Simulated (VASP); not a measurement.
Wanted: the native input for a VASP 6.6.1 run.

```
Task                   : single point
Functional             : r2SCAN
Potentials or basis    : VASP PAW PBE potentials, release 64 (Ti_sv, Al)
Cutoff                 : 520 eV
k mesh                 : 14 × 14 × 14
Occupations            : gaussian, width 0.1 eV
Spin                   : no spin polarisation
Dipole correction      : no
Further INCAR settings : ALGO = Normal; EDIFF = 1e-06; NBANDS = 18
```

Crystal: TiAl3.

```
Ti Al
1.0
     3.71833    0.00000    0.00000
     0.00000    3.71833    0.00000
     0.00000    0.00000    4.09808
Ti Al
1 3
Direct
  0.00000 0.00000 0.00000
  0.50000 0.50000 0.00000
  0.50000 0.00000 0.50000
  0.00000 0.50000 0.50000
```

This cell differs from its parent crystal: biaxial strain in the a-b plane: -6.0 %.

One way to write it, as run:

POSCAR

```
TiAl3
1.0
    3.7183309750      0.0000000000      0.0000000000
    0.0000000000      3.7183309750      0.0000000000
    0.0000000000      0.0000000000      4.0980754150
Ti Al
1 3
Direct
    0.0000000000      0.0000000000      0.0000000000
    0.5000000000      0.5000000000      0.0000000000
    0.5000000000      0.0000000000      0.5000000000
    0.0000000000      0.5000000000      0.5000000000
```

INCAR.step1

```
SYSTEM = TiAl3
PREC = Accurate
ENCUT = 520
ISMEAR = 0
SIGMA = 0.1
LREAL = .False.
LASPH = .True.
NELM = 100
NBANDS = 18
GGA = PE
ALGO = Normal
EDIFF = 1E-4
LWAVE = .True.
LCHARG = .False.
```

INCAR.step2

```
SYSTEM = TiAl3
PREC = Accurate
ENCUT = 520
EDIFF = 1E-6
ISMEAR = 0
SIGMA = 0.1
LREAL = .False.
LASPH = .True.
NELM = 100
ALGO = Normal
ISIF = 2
LWAVE = .False.
LCHARG = .False.
METAGGA = R2SCAN
LMIXTAU = .True.
NBANDS = 18
ISTART = 1
```

KPOINTS

```
regular mesh
0
Gamma
  14 14 14
  0 0 0
```

Potentials or basis: VASP PAW PBE potentials, release 64 (Ti_sv, Al).

Launch:

```console
$ cat potpaw_PBE.64/Ti_sv/POTCAR potpaw_PBE.64/Al/POTCAR > POTCAR
$ cp INCAR.step1 INCAR
$ mpirun -np 1 vasp_std > vasp.out
$ cp INCAR.step2 INCAR
$ mpirun -np 1 vasp_std > vasp.out
```

Results of the run:

The pressure is 13.0 GPa.

Caveat: the cell differs from its parent crystal (biaxial strain in the a-b plane: -6.0 %); the PAW data sets were made with another functional, which shifts forces and pressure a little.

It took 9.8 min on 1 thread of AMD EPYC 9R45 96-Core Processor (Zen 5), on a shared host, peak memory 0.35 GiB.
